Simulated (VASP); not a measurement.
SnH3:

```
Sn H
1.0
     3.48790    0.00000    0.00000
     0.00000    3.48790    0.00000
     0.00000    0.00000    3.45204
Sn H
1 3
Direct
  0.00000 0.00000 0.00000
  0.00000 0.50000 0.50000
  0.50000 0.00000 0.50000
  0.50000 0.50000 0.00000
```

| Item | Value |
| --- | --- |
| Program | VASP 6.6.1 |
| Task | relaxation of cell and atoms |
| Functional | PBE |
| Potentials or basis | VASP PAW PBE potentials, release 64 (Sn_d, H) |
| Cutoff | 600 eV |
| k mesh | 6 × 6 × 6 |
| Occupations | gaussian, width 0.1 eV |
| Spin | no spin polarisation |

At the start: pressure -6.2 GPa; volume 10.50 Å³/atom.

How do energy, volume and symmetry change on relaxing?

Over 4 steps the energy falls by 25.8 meV/atom and the volume is 9.29 Å³/atom (-11.5 %); space group Pm-3m (No. 221, to 0.1 Å) before and after.

Step by step:
| step | energy change (eV) | largest force (eV/Å) | pressure (GPa) | volume (Å³) |
| --- | --- | --- | --- | --- |
| 1 | 0.0000 | 0.0000 | -6.20 | 42.00 |
| 2 | -0.0754 | 0.0000 | -3.50 | 39.57 |
| 3 | -0.1023 | 0.0000 | -0.63 | 37.57 |
| 4 | -0.1031 | 0.0000 | 0.08 | 37.16 |

Final structure:
```
CELL_PARAMETERS angstrom
3.33863 0.00000 0.00000
0.00000 3.33863 0.00000
0.00000 0.00000 3.33353
ATOMIC_POSITIONS crystal
Sn 0.00000 0.00000 0.00000
H 0.00000 0.50000 0.50000
H 0.50000 0.00000 0.50000
H 0.50000 0.50000 0.00000
```

Caveat: the highest band is partly filled, so the run has too few bands.
